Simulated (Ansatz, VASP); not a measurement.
**Ta: VASP beside Ansatz**

INCAR

```
PREC = Accurate
ENCUT = 520
EDIFF = 1E-6
ISMEAR = 0
SIGMA = 0.15
LREAL = F
LASPH = T
NELM = 80
ALGO = Fast
ISIF = 2
LWAVE = F
LCHARG = T
GGA = PS
LELF = T
LVHAR = T
NBANDS = 12
```

File KPOINTS:

```
Automatic mesh
0
Gamma
  20 20 20
```

File POSCAR:

```
Ta
1.0
   -1.6017416000      1.6017416000      1.7008184000
    1.6017416000     -1.6017416000      1.7008184000
    1.6017416000      1.6017416000     -1.7008184000
Ta
1
Direct
    0.0000000000      0.0000000000      0.0000000000
```

Input for Ansatz:

```yaml
crystal:
  lattice:
    - [-1.6017416, 1.6017416, 1.7008184]
    - [1.6017416, -1.6017416, 1.7008184]
    - [1.6017416, 1.6017416, -1.7008184]
  atoms:
    - { symbol: Ta, position: [0.0, 0.0, 0.0] }
basis:
  ecutwfc: 420
kpoints:
  mp_grid: { grid: [20, 20, 20] }
hamiltonian:
  xc: pbesol
scf:
  occupations: { method: gaussian, width: 0.15 }
output:
  forces: true
  stress: true
  eigenvalues: true
```

Change from the starting cell: strain -0.030 along x and y, +0.030 along z, atoms carried along.

Alike in both runs: task single point; functional PBEsol; k mesh 20 × 20 × 20; occupations gaussian, width 0.15 eV; no spin polarisation.

|  | VASP | Ansatz |
| --- | --- | --- |
| version | VASP 6.6.1 | Ansatz 0.2.0 |
| potentials or method | VASP PAW PBE potentials, release 64 (Ta_pv), cutoff 520 eV | scalar-relativistic, plane waves, PAW |
| valence electrons in the cell | 11 | 13 |

|  | VASP | Ansatz | Ansatz less VASP |
| --- | --- | --- | --- |
| gap on the k mesh at the Fermi level (eV) | none | none | - |
| pressure (GPa) | 3.2 | 3.0 | -0.23 |
| traceless stress, the component that is largest in VASP (GPa) | -4.79 | -4.80 | -0.010 |

VASP's potentials were made for PBE, not for PBEsol. A gap of «none» marks a metal or a gap that the smearing closes. VASP's potentials hold 11 valence electrons a cell and Ansatz's 13, so a difference there can come from the potentials and not from the codes.

Spin-orbit coupling is off throughout.
